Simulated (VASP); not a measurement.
# BN (F-43m) in VASP: phonons with PBE+D3(BJ)

Aim: the phonons of BN with PBE+D3(BJ).

Program: VASP 6.6.1. These are calculated values, not measurements. Logs are shortened: lines on timing, memory, paths and dates and some standing lists are left out, and cuts for length are marked.

### 1 The cell of the first run

The structure is cubic, space group F-43m (No. 216). The conventional cell has a = 3.479 Å, b = 3.479 Å, c = 3.479 Å, α = 90.00°, β = 90.00°, γ = 90.00°. B (site symmetry -43m) has 4 N at 1.51 Å within 2.0 Å. N (site symmetry -43m) has 4 B at 1.51 Å within 2.0 Å.

### 2 Phonons, PBE+D3(BJ)

The input, INCAR:

```
  ALGO = Normal
  EDIFF = 1E-8
  ENCUT = 520
  GGA = PE
  IBRION = 6
  ISIF = 2
  ISMEAR = 0
  IVDW = 12
  LASPH = True
  LCHARG = False
  LREAL = False
  LWAVE = False
  NBANDS = 11
  NELM = 80
  NFREE = 2
  NSW = 1
  POTIM = 0.015
  PREC = Accurate
  SIGMA = 0.01
```

The input, KPOINTS:

```
k-points
0
Gamma
  12 12 12
```

The input, POSCAR:

```
BN
1.0
    1.2300754418      0.7101843875      2.0087119995
   -1.2300754418      0.7101843875      2.0087119995
    0.0000000000     -1.4203687749      2.0087119995
B N
1 1
Direct
    1.0412165190      1.0412165190      1.0412165190
    0.2912164810      0.2912164810      0.2912164810
```

Potentials or basis: VASP PAW PBE potentials, release 64 (B, N).

Run with:

```console
> cat potpaw_PBE.64/B/POTCAR potpaw_PBE.64/N/POTCAR > POTCAR
> mpirun -np 1 vasp_std > vasp.out
```

OUTCAR:

```text
EDIFF = 1E-8
   ENCUT = 520
   GGA = PE
   IBRION = 6
   ISIF = 2
   ISMEAR = 0
   IVDW = 12
   LASPH = True
   LREAL = False
   NELM = 80
   NFREE = 2
   NSW = 1
   POTIM = 0.015
   PREC = Accurate
 IVDW          = 12

 ion  position               nearest neighbor table
   1  0.041  0.041  0.041-   2 1.51   2 1.51   2 1.51   2 1.51
   2  0.291  0.291  0.291-   1 1.51   1 1.51   1 1.51   1 1.51

  LATTYP: Found a face centered cubic cell.
 ALAT       =     3.4791870757

  Lattice vectors:

 A1 = (   1.2300754418,   0.7101843875,   2.0087119995)
 A2 = (  -1.2300754418,   0.7101843875,   2.0087119995)
 A3 = (   0.0000000000,  -1.4203687749,   2.0087119995)

Analysis of symmetry for initial positions (statically):
=====================================================================
 Subroutine PRICEL returns:
 Original cell was already a primitive cell.

 Routine SETGRP: Setting up the symmetry group for a
 face centered cubic supercell.

 Subroutine GETGRP returns: Found 24 space group operations
 (whereof  6 operations were pure point group operations)
 out of a pool of 48 trial point group operations.

The static configuration has the point symmetry C_3v.
 The point group associated with its full space group is T_d .

Analysis of symmetry for dynamics (positions and initial velocities):
=====================================================================
 Subroutine PRICEL returns:
 Original cell was already a primitive cell.

 Routine SETGRP: Setting up the symmetry group for a
 face centered cubic supercell.

 Subroutine GETGRP returns: Found 24 space group operations
 (whereof  6 operations were pure point group operations)
 out of a pool of 48 trial point group operations.

The dynamic configuration has the point symmetry C_3v.
 The point group associated with its full space group is T_d .

 Subroutine INISYM returns: Found 24 space group operations
 (whereof  6 operations are pure point group operations),
 and found     1 'primitive' translations

----------------------------------------------------------------------------------------

                                     Primitive cell

  volume of cell :      10.5286

  direct lattice vectors                    reciprocal lattice vectors
[... 132 lines left out ...]
  ext. energy  EPLUGINS =         0.00000000
  ---------------------------------------------------
  free energy    TOTEN  =       -17.22165195 eV

  energy without entropy =      -17.22165195  energy(sigma->0) =      -17.22165195

------------------------ aborting loop because EDIFF is reached ----------------------------------------

 Edisp (eV)   -0.46943

 E8    (eV) :    -0.1386
[... 151 lines left out ...]
--------------------------------------- Ionic step        5  -------------------------------------------

 number of electron       8.0000001 magnetization

 Free energy of the ion-electron system (eV)
  ---------------------------------------------------
  ext. energy  EPLUGINS =         0.00000000
  ---------------------------------------------------
  free energy    TOTEN  =       -17.21806122 eV

  energy without entropy =      -17.21806122  energy(sigma->0) =      -17.21806122

 E-fermi :   9.1880     XC(G=0): -13.3985

 val. band max:        9.0329700671   @ k =   0.0000   0.0000   0.0000
 cond. band min:      13.4545765859   @ k =   0.5000   0.5000   0.0000
 fundamental gap:      4.4216065187
 Fermi energy:         9.1880173182

 k-point     1 :       0.0000    0.0000    0.0000
  band No.  band energies     occupation
      1     -12.7122      2.00000
      2       8.7338      2.00000
      3       8.8869      2.00000
      4       9.0330      2.00000
      5      18.1398      0.00000
      6      18.2523      0.00000
      7      18.3775      0.00000
      8      21.1691      0.00000
      9      35.8617      0.00000
     10      38.0964      0.00000
     11      38.0967      0.00000
[... 309 lines left out ...]
 k-point    24 :      -0.4167    0.1667   -0.0000
  band No.  band energies     occupation
      1      -7.5190      2.00000
      2      -2.1176      2.00000
      3       4.2896      2.00000
      4       6.0315      2.00000
      5      18.7685      0.00000
      6      21.8648      0.00000
      7      22.6044      0.00000
      8      26.0587      0.00000
      9      31.5958      0.00000
     10      35.8669      0.00000
     11      37.8767      0.00000

 [... further k-points ...]

------------------------ aborting loop because EDIFF is reached ----------------------------------------

 Edisp (eV)   -0.46943

 E8    (eV) :    -0.1386
[... 25 lines left out ...]
  FREE ENERGIE OF THE ION-ELECTRON SYSTEM (eV)
  ---------------------------------------------------
  free  energy   TOTEN  =       -17.6874879312 eV

  energy  without entropy=      -17.6874879312  energy(sigma->0) =      -17.68748793

 INTERNAL STRAIN TENSORS FROM DISPLACED ATOMS
 ============================================

 INTERNAL STRAIN TENSOR FOR ION    1 for displacements in x,y,z  (eV/Angst):
          X           Y           Z          XY          YZ          ZX
  --------------------------------------------------------------------------------
  x     0.00000     0.00000     0.00000    -6.66146    -0.00000    -4.71038
  y    -6.66146     6.66146     0.00000     0.00000    -4.71038     0.00000
  z    -4.71038    -4.71038     9.42083     0.00000     0.00000     0.00000

 INTERNAL STRAIN TENSOR FOR ION    2 for displacements in x,y,z  (eV/Angst):
          X           Y           Z          XY          YZ          ZX
  --------------------------------------------------------------------------------
  x     0.00000     0.00000     0.00000     6.65457     0.00000     4.70551
  y     6.65457    -6.65457    -0.00000     0.00000     4.70551     0.00000
  z     4.70551     4.70551    -9.41109     0.00000    -0.00000    -0.00000

 Eigenvectors and eigenvalues of the dynamical matrix
 ----------------------------------------------------

   1 f  =   35.729369 THz   224.494249 2PiTHz 1191.803478 cm-1   147.764732 meV
             X         Y         Z           dx          dy          dz
      0.000000  0.000000  0.248376     0.000000    0.000002    0.751182
      0.000000  0.000000  1.754910    -0.000000   -0.000002   -0.660095
[... 21 lines left out ...]
   6 f/i=    0.000317 THz     0.001990 2PiTHz    0.010564 cm-1     0.001310 meV
             X         Y         Z           dx          dy          dz
      0.000000  0.000000  0.248376    -0.000145   -0.001528    0.660093
      0.000000  0.000000  1.754910    -0.000165   -0.001739    0.751180

 ELASTIC MODULI CONTR FROM IONIC RELAXATION (kBar)
 Direction    XX          YY          ZZ          XY          YZ          ZX
 --------------------------------------------------------------------------------
 XX        -317.5480    105.8493    211.7002      0.0000   -149.6941      0.0000
 YY         105.8493   -317.5480    211.7002     -0.0000    149.6941     -0.0000
 ZZ         211.7002    211.7002   -423.4034      0.0000     -0.0000      0.0000
 XY           0.0000     -0.0000      0.0000   -211.6987      0.0000   -149.6941
 YZ        -149.6941    149.6941     -0.0000      0.0000   -105.8501      0.0000
 ZX           0.0000     -0.0000      0.0000   -149.6941      0.0000   -105.8501
 --------------------------------------------------------------------------------
```

It took 2.4 min on 1 thread of Intel Xeon Platinum 8259CL at 2.50GHz (Skylake/Cascade Lake), shared host; peak memory 0.21 GiB.

Results:

```yaml
Highest_phonon_frequency_at_Γ_LO-TO_splitting_left_out: 1192 cm⁻¹
Dispersion_energy_per_atom: -0.235 eV
```

Phonon frequencies in cm⁻¹ (negative: imaginary):
```tsv
q point	frequencies
(0.000, 0.000, 0.000)	0 0 0 1192 1192 1192
```

Caveat: the cell wasn't relaxed at this level first, which shifts response properties.
